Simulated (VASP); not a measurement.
**Sb: single point with PBE+D4**

Sb:

```
Sb
1.0
     2.16294    1.24878    3.67513
    -2.16294    1.24878    3.67513
     0.00000   -2.49755    3.67513
Sb
2
Direct
  0.76417 0.76417 0.76417
  0.23583 0.23583 0.23583
```

```
Program                : VASP 6.6.1
Task                   : single point
Functional             : PBE
Dispersion             : D4
Potentials or basis    : VASP PAW PBE potentials, release 64 (Sb)
Cutoff                 : 520 eV
k mesh                 : 8 × 8 × 8
Occupations            : fermi-dirac, width 0.05 eV
Spin                   : no spin polarisation
Dipole correction      : no
Further INCAR settings : ALGO = Normal; EDIFF = 1e-06; NBANDS = 12
```

The pressure is 0.1 GPa. The largest force is 0.040 eV/Å. The band gap on the k mesh is zero (band 5 reaches 7.49 eV, above the bottom of band 6 at 7.26 eV) and the dispersion energy per atom is -0.517 eV.

Forces on the atoms (eV/Å):
```
Sb   0.000  0.000 -0.040
Sb   0.000  0.000  0.040
```

Levels at points of the mesh, in eV from the Fermi level:
| k point | band 1 | band 2 | band 3 | band 4 | band 5 | band 6 | band 7 | band 8 | band 9 | band 10 |
| --- | --- | --- | --- | --- | --- | --- | --- | --- | --- | --- |
| (0.00, 0.00, 0.00) | -12.79 | -4.73 | -1.99 | -1.88 | -1.88 | 2.28 | 2.78 | 2.78 | 4.90 | 4.90 |
| (0.50, 0.00, 0.00) | -10.37 | -9.75 | -1.82 | -1.62 | -0.35 | -0.20 | 0.22 | 0.26 | 7.85 | 8.53 |
| (0.50, 0.50, 0.00) | -10.37 | -7.93 | -5.61 | -3.80 | -3.78 | 1.57 | 5.04 | 5.45 | 7.10 | 8.74 |
| (0.50, 0.50, 0.50) | -11.04 | -9.17 | -1.33 | -1.33 | -0.51 | -0.09 | -0.09 | 0.91 | 7.28 | 8.77 |

It took 29 s on 1 thread of Intel Xeon 6975P-C, with other jobs on the host, peak memory 0.22 GiB.

Caveat: spin-orbit coupling is left out, which moves the levels of the heavy elements; pairwise dispersion overbinds metals, which lowers pressure and volume.
